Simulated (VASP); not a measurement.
# Ru (P6_3/mmc) in VASP: further runs

Runs on Ru. Level: LDA. Tasks: single point.

Everything below comes from runs of VASP 6.6.1. Logs are shortened: lines on timing, memory, paths and dates and some standing lists are left out, and cuts for length are marked.

**1. The cell of the first run**

The structure is hexagonal, space group P6_3/mmc (No. 194). The conventional cell has a = 2.674 Å, b = 2.674 Å, c = 4.226 Å, α = 90.00°, β = 90.00°, γ = 120.00°. Within 3.5 Å of Ru (site symmetry -6m2) lie 12 Ru at 2.62 to 2.67 Å.

**2. Single point, LDA**

INCAR

```
SYSTEM = Ru
ALGO = Fast ; EDIFF = 1E-6
ENCUT = 520 ; GGA = CA
ISIF = 2 ; ISMEAR = 0
ISYM = 0 ; LASPH = .TRUE.
LCHARG = .FALSE. ; LREAL = .FALSE.
LWAVE = .FALSE. ; NBANDS = 21
NELM = 60 ; PREC = Accurate
SIGMA = 0.1
```

KPOINTS

```
k-points
0
G
  13 8 15
  0 0 0
```

POSCAR

```
Ru
1.0
    2.6738855892      0.0000000000      0.0000000000
    0.0000000000      4.2264228674      0.0000000000
    1.3369427946      0.0000000000      2.3156528470
Ru
2
Direct
    0.3333333333      0.7500000000      0.3333333333
    0.6666666667      0.2500000000      0.6666666667
```

Potentials or basis: VASP PAW LDA potentials, release 64 (Ru_pv).

Started as:

```console
cat potpaw_LDA.64/Ru_pv/POTCAR > POTCAR
mpirun -np 1 vasp_std > vasp.out
```

OUTCAR:

```text
SYSTEM = Ru
   EDIFF = 1E-6
   ENCUT = 520
   GGA = CA
   ISIF = 2
   ISMEAR = 0
   ISYM = 0
   LASPH = .TRUE.
   LREAL = .FALSE.
   NELM = 60
   PREC = Accurate

 ion  position               nearest neighbor table
   1  0.333  0.750  0.333-   2 2.62   2 2.62   2 2.62   2 2.62   2 2.62   2 2.62
   2  0.667  0.250  0.667-   1 2.62   1 2.62   1 2.62   1 2.62   1 2.62   1 2.62

IMPORTANT INFORMATION: All symmetrisations will be switched off!
NOSYMM: (Re-)initialisation of all symmetry stuff for point group C_1.

----------------------------------------------------------------------------------------

                                     Primitive cell

  volume of cell :      26.1691

  direct lattice vectors                    reciprocal lattice vectors
     2.673885589  0.000000000  0.000000000     0.373987580  0.000000000 -0.215921830
     0.000000000  4.226422867  0.000000000     0.000000000  0.236606708  0.000000000
     1.336942795  0.000000000  2.315652847     0.000000000  0.000000000  0.431843660

  length of vectors
     2.673885589  4.226422867  2.673885589     0.431843660  0.236606708  0.431843660

  position of ions in fractional coordinates (direct lattice)
     0.333333333  0.750000000  0.333333333
     0.666666667  0.250000000  0.666666667

  ion indices of the primitive-cell ions
   primitive index   ion index
                 1           1
                 2           2

----------------------------------------------------------------------------------------

 KPOINTS: k-points

Automatic generation of k-mesh.
 Grid dimensions read from file:
 generate k-points for:   13    8   15

 Generating k-lattice:

  Cartesian coordinates                     Fractional coordinates (reciprocal lattice)
     0.028768275  0.000000000 -0.016609372     0.076923077  0.000000000  0.000000000
     0.000000000  0.029575838  0.000000000     0.000000000  0.125000000  0.000000000
     0.000000000  0.000000000  0.028789577     0.000000000  0.000000000  0.066666667

  Length of vectors
     0.033218743  0.029575838  0.028789577

  Shift w.r.t. Gamma in fractional coordinates (k-lattice)
     0.000000000  0.000000000  0.000000000

 -----------------------------------------------------------------------------
|                                                                             |
|           W    W    AA    RRRRR   N    N  II  N    N   GGGG   !!!           |
|           W    W   A  A   R    R  NN   N  II  NN   N  G    G  !!!           |
[... 67 lines left out ...]
   NELM   =     60;   NELMIN=  2; NELMDL= -5     # of ELM steps
   EDIFF  = 0.1E-05   stopping-criterion for ELM
   LREAL  =      F    real-space projection
   EDIFFG = 0.1E-04   stopping-criterion for IOM
   NSW    =      0    number of steps for IOM
   IBRION =     -1    ionic relax: 0-MD 1-quasi-New 2-CG
   NFREE  =      0    steps in history (QN), initial steepest desc. (CG)
   ISIF   =      2    stress and relaxation
   ISYM   =      0    0-nonsym 1-usesym 2-fastsym
   POTIM  = 0.5000    time-step for ionic-motion
   TEBEG  =    0.0;   TEEND  =   0.0 temperature during run
   PSTRESS=    0.0 pullay stress
   NELECT =      28.0000    total number of electrons
   NUPDOWN=      -1.0000    fix difference up-down
   EMIN   =  10.00;   EMAX   =-10.00  energy-range for DOS
   EFERMI =   0.00;   METHOD = LEGACY
   ISMEAR =     0;   SIGMA  =   0.10  broadening in eV -4-tet -1-fermi 0-gaus
   EFERMI_NEDOS =   21; number of points for ismear=-14 and -15
   IALGO  =     68    algorithm
   IMIX   =      4    mixing-type and parameters
     AMIX     =   0.40;   BMIX     =  1.00
     AMIX_MAG =   1.60;   BMIX_MAG =  1.00
  volume/ion in A,a.u.               =      13.08        88.30
  Fermi-wavevector in a.u.,A,eV,Ry     =   1.674420  3.164195 38.146420  2.803683
  Thomas-Fermi vector in A             =   2.759219
   LORBIT       =      0    0 simple, 1 ext, 2 COOP (PROOUT), +10 PAW based schemes
   GGA     = CA    functional components
   LHFCALC =     F    Hartree Fock is set to
   AEXX    =    0.0000 exact exchange contribution
   IVDW    =     0    specifies the selected vdW correction
   LEPSILON=     F    determine dielectric tensor
   LRPA    =     F    only Hartree local field effects (RPA)
 non-spin polarized calculation
 RMM-DIIS sequential band-by-band and
 Gauss-broadening in eV      SIGMA  =   0.10
  energy-cutoff  :      520.00
  volume of cell :       26.17
 maximum number of plane-waves:       728
   NGX =  9   NGY = 15   NGZ =  9

 number of electron      27.9999992 magnetization

 Free energy of the ion-electron system (eV)
  ---------------------------------------------------
  ext. energy  EPLUGINS =         0.00000000
  ---------------------------------------------------
  free energy    TOTEN  =       -21.39612503 eV

  energy without entropy =      -21.38935023  energy(sigma->0) =      -21.39273763

 E-fermi :  13.4144     XC(G=0): -14.6086

 val. band max:       13.4053565104   @ k =  -0.2308  -0.2500   0.2667
 cond. band min:      13.4218906160   @ k =   0.0000  -0.2500   0.2667
 fundamental gap:      0.0165341056
 Fermi energy:        13.4144263870

 k-point     1 :       0.0000    0.0000    0.0000
  band No.  band energies     occupation
      1     -30.2248      2.00000
      2     -29.1604      2.00000
      3     -29.1478      2.00000
      4     -28.9656      2.00000
      5     -28.9529      2.00000
      6     -28.9095      2.00000
[... 565 lines left out ...]
     20      23.3266      0.00000
     21      26.5802      0.00000

 [... further k-points ...]

------------------------ aborting loop because EDIFF is reached ----------------------------------------

  FORCE on cell =-STRESS in cart. coord.  units (eV):
  Direction    XX          YY          ZZ          XY          YZ          ZX
  --------------------------------------------------------------------------------------
  -------------------------------------------------------------------------------------
  Total        0.1666769      0.0253707      0.2249587      0.0000918      0.0000882      0.0178088
  in kB       10.2046216      1.5532968     13.7728622      0.0056193      0.0053999      1.0903230
  external PRESSURE =       8.5102602 kB  Pullay stress =       0.0000000 kB

 VOLUME and BASIS-vectors are now :
 -----------------------------------------------------------------------------
  energy-cutoff  :      520.00
  volume of cell :       26.17
      direct lattice vectors                 reciprocal lattice vectors
     2.673885589  0.000000000  0.000000000     0.373987580  0.000000000 -0.215921830
     0.000000000  4.226422867  0.000000000     0.000000000  0.236606708  0.000000000
     1.336942795  0.000000000  2.315652847     0.000000000  0.000000000  0.431843660

 POSITION                                       TOTAL-FORCE (eV/Angst)
 -----------------------------------------------------------------------------------
      1.33694      3.16982      0.77188        -0.006721     -0.000001      0.036893
      2.67389      1.05661      1.54377         0.006721      0.000001     -0.036893
 -----------------------------------------------------------------------------------
    total drift:                                0.000004     -0.000003      0.000011

  FREE ENERGIE OF THE ION-ELECTRON SYSTEM (eV)
  ---------------------------------------------------
  free  energy   TOTEN  =       -21.3961250254 eV

  energy  without entropy=      -21.3893502312  energy(sigma->0) =      -21.39273763
```

OSZICAR:

```text
N       E                     dE             d eps       ncg     rms          rms(c)
DAV:   1     0.287115521060E+03    0.28712E+03   -0.17519E+04 32922   0.149E+03
DAV:   2    -0.168404109472E+02   -0.30396E+03   -0.29451E+03 33497   0.448E+02
DAV:   3    -0.228025833202E+02   -0.59622E+01   -0.59272E+01 38767   0.704E+01
DAV:   4    -0.228469689005E+02   -0.44386E-01   -0.44308E-01 40860   0.583E+00
DAV:   5    -0.228475148550E+02   -0.54595E-03   -0.54187E-03 37261   0.582E-01    0.201E+01
RMM:   6    -0.215039726798E+02    0.13435E+01   -0.29153E+00 33525   0.141E+01    0.551E+00
RMM:   7    -0.214067614075E+02    0.97211E-01   -0.37790E-01 36021   0.436E+00    0.114E+00
RMM:   8    -0.213969835020E+02    0.97779E-02   -0.24718E-02 37287   0.155E+00    0.509E-01
RMM:   9    -0.213960870485E+02    0.89645E-03   -0.28897E-03 37717   0.507E-01    0.617E-02
RMM:  10    -0.213961196709E+02   -0.32622E-04   -0.48648E-04 38604   0.221E-01    0.310E-02
RMM:  11    -0.213961252373E+02   -0.55664E-05   -0.64057E-05 41027   0.498E-02    0.223E-02
RMM:  12    -0.213961250254E+02    0.21195E-06   -0.81073E-06 36160   0.202E-02
   1 F= -.21396125E+02 E0= -.21392738E+02  d E =-.677479E-02
```

It took 4.5 min on 1 thread of Intel Xeon 6975P-C, shared host; peak memory 0.41 GiB.

Results:

```yaml
Free_energy: -21.3961 eV
Pressure: 0.9 GPa
Largest_force: 0.038 eV/Å
Band_gap_on_the_k_mesh: zero (band 14 reaches 15.06 eV, above the bottom of band 15 at 11.76 eV)
```

Forces on the atoms (eV/Å):
```
Ru  -0.007  0.000  0.037
Ru   0.007  0.000 -0.037
```

**3. Single point, LDA**

INCAR

```
SYSTEM = Ru
ALGO = Normal ; EDIFF = 1E-6
ENCUT = 600 ; GGA = CA
GGA_COMPAT = .FALSE. ; ISIF = 2
ISMEAR = 0 ; LASPH = .TRUE.
LCHARG = .FALSE. ; LREAL = .FALSE.
LWAVE = .FALSE. ; NBANDS = 23
NELM = 120 ; PREC = Accurate
SIGMA = 0.1
```

KPOINTS

```
k-points
0
G
  18 18 10
  0 0 0
```

POSCAR

```
Ru
1.0
    2.6738855892      0.0000000000      0.0000000000
   -1.3369427946      2.3156528470      0.0000000000
    0.0000000000      0.0000000000      4.2264228674
Ru
2
Direct
    0.3333333333      0.6666666667      0.2500000000
    0.6666666667      0.3333333333      0.7500000000
```

Potentials or basis: VASP PAW LDA potentials, release 64 (Ru_sv).

Started as:

```console
cat potpaw_LDA.64/Ru_sv/POTCAR > POTCAR
mpirun -np 1 vasp_std > vasp.out
```

OUTCAR:

```text
SYSTEM = Ru
   EDIFF = 1E-6
   ENCUT = 600
   GGA = CA
   ISIF = 2
   ISMEAR = 0
   LASPH = .TRUE.
   LREAL = .FALSE.
   NELM = 120
   PREC = Accurate

 ion  position               nearest neighbor table
   1  0.333  0.667  0.250-   2 2.62   2 2.62   2 2.62   2 2.62   2 2.62   2 2.62
   2  0.667  0.333  0.750-   1 2.62   1 2.62   1 2.62   1 2.62   1 2.62   1 2.62

  LATTYP: Found a hexagonal cell.
 ALAT       =     2.6738855892
 C/A-ratio  =     1.5806296591

  Lattice vectors:

 A1 = (   2.6738855892,   0.0000000000,   0.0000000000)
 A2 = (  -1.3369427946,   2.3156528470,   0.0000000000)
 A3 = (   0.0000000000,   0.0000000000,   4.2264228674)

Analysis of symmetry for initial positions (statically):
=====================================================================
 Subroutine PRICEL returns:
 Original cell was already a primitive cell.

 Routine SETGRP: Setting up the symmetry group for a
 hexagonal supercell.

 Subroutine GETGRP returns: Found 24 space group operations
 (whereof 12 operations were pure point group operations)
 out of a pool of 24 trial point group operations.

The static configuration has the point symmetry D_3d.
 The point group associated with its full space group is D_6h.
[... 160 lines left out ...]

  energy without entropy =      -21.39537777  energy(sigma->0) =      -21.39966378

 E-fermi :  15.7159     XC(G=0): -14.7455

 val. band max:       15.7137896775   @ k =   0.1667   0.1111   0.3000
 cond. band min:      15.7338835614   @ k =   0.4444   0.1111   0.5000
 fundamental gap:      0.0200938839
 Fermi energy:        15.7158935069

 k-point     1 :       0.0000    0.0000    0.0000
  band No.  band energies     occupation
      1     -57.0897      2.00000
      2     -56.8444      2.00000
      3     -27.8790      2.00000
      4     -26.8051      2.00000
      5     -26.8051      2.00000
      6     -26.6100      2.00000
[... 613 lines left out ...]
     22      27.9361      0.00000
     23      28.2319      0.00000

 [... further k-points ...]

------------------------ aborting loop because EDIFF is reached ----------------------------------------

  FORCE on cell =-STRESS in cart. coord.  units (eV):
  Direction    XX          YY          ZZ          XY          YZ          ZX
  --------------------------------------------------------------------------------------
  -------------------------------------------------------------------------------------
  Total        0.1107123      0.1107123      0.1097347     -0.0000000      0.0000000     -0.0000000
  in kB        6.7782433      6.7782433      6.7183925     -0.0000000      0.0000000     -0.0000000
  external PRESSURE =       6.7582931 kB  Pullay stress =       0.0000000 kB

 VOLUME and BASIS-vectors are now :
 -----------------------------------------------------------------------------
  energy-cutoff  :      600.00
  volume of cell :       26.17
      direct lattice vectors                 reciprocal lattice vectors
     2.673885589  0.000000000  0.000000000     0.373987580  0.215921830  0.000000000
    -1.336942795  2.315652847  0.000000000     0.000000000  0.431843660  0.000000000
     0.000000000  0.000000000  4.226422867     0.000000000  0.000000000  0.236606708

 POSITION                                       TOTAL-FORCE (eV/Angst)
 -----------------------------------------------------------------------------------
     -0.00000      1.54377      1.05661         0.000000      0.000000      0.000000
      1.33694      0.77188      3.16982         0.000000     -0.000000      0.000000
 -----------------------------------------------------------------------------------
    total drift:                                0.000000     -0.000000      0.000000

  FREE ENERGIE OF THE ION-ELECTRON SYSTEM (eV)
  ---------------------------------------------------
  free  energy   TOTEN  =       -21.4039497870 eV

  energy  without entropy=      -21.3953777726  energy(sigma->0) =      -21.39966378
```

OSZICAR:

```text
N       E                     dE             d eps       ncg     rms          rms(c)
DAV:   1     0.473532632146E+03    0.47353E+03   -0.22709E+04 10220   0.181E+03
DAV:   2    -0.879526026776E+01   -0.48233E+03   -0.46368E+03 11578   0.579E+02
DAV:   3    -0.226620680672E+02   -0.13867E+02   -0.13620E+02 11983   0.110E+02
DAV:   4    -0.227850667985E+02   -0.12300E+00   -0.12297E+00 11654   0.112E+01
DAV:   5    -0.227868162906E+02   -0.17495E-02   -0.17495E-02 12144   0.130E+00    0.279E+01
DAV:   6    -0.214796454398E+02    0.13072E+01   -0.30019E+00 11220   0.171E+01    0.575E+00
DAV:   7    -0.214133595669E+02    0.66286E-01   -0.14028E-01 12166   0.302E+00    0.137E+00
DAV:   8    -0.214039485624E+02    0.94110E-02   -0.85333E-03 10835   0.115E+00    0.176E-01
DAV:   9    -0.214039497824E+02   -0.12200E-05   -0.14459E-04 12613   0.131E-01    0.770E-02
DAV:  10    -0.214039501053E+02   -0.32297E-06   -0.14510E-05 11157   0.312E-02    0.428E-03
DAV:  11    -0.214039497870E+02    0.31828E-06   -0.12131E-06  7752   0.115E-02
   1 F= -.21403950E+02 E0= -.21399664E+02  d E =-.857201E-02
```

stdout:

```text
POSCAR found type information on POSCAR Ru
 POSCAR found :  1 types and       2 ions
 scaLAPACK will be used
 LDA part: xc-table for (Slater(with rela. corr.)+CA(PZ))
 , standard interpolation
 POSCAR, INCAR and KPOINTS ok, starting setup
 FFT: planning ... GRIDC
 FFT: planning ... GRID_SOFT
 FFT: planning ... GRID
 WAVECAR not read
 entering main loop
```

Run time: 39 s. Hardware: 1 thread of Intel Xeon 6975P-C (Granite Rapids), shared host; peak memory 0.23 GiB.

What came out:

| Item | Value |
| --- | --- |
| Free energy | -21.4039 eV |
| Pressure | 0.7 GPa |
| Band gap on the k mesh | zero (band 16 reaches 17.30 eV, above the bottom of band 17 at 13.97 eV) |

Levels at points of the mesh, in eV from the Fermi level:
```csv
k point,band 14,band 15,band 16,band 17,band 18,band 19
"(0.00, 0.00, 0.00)",-2.03,-2.03,-1.48,-1.48,1.27,1.27
"(0.50, 0.00, 0.00)",-1.85,-1.59,1.54,1.99,2.08,4.30
"(0.00, 0.00, 0.50)",-2.93,-2.83,-2.83,0.60,0.60,0.60
"(0.50, 0.00, 0.50)",-1.12,0.48,0.48,1.81,1.81,3.55
```
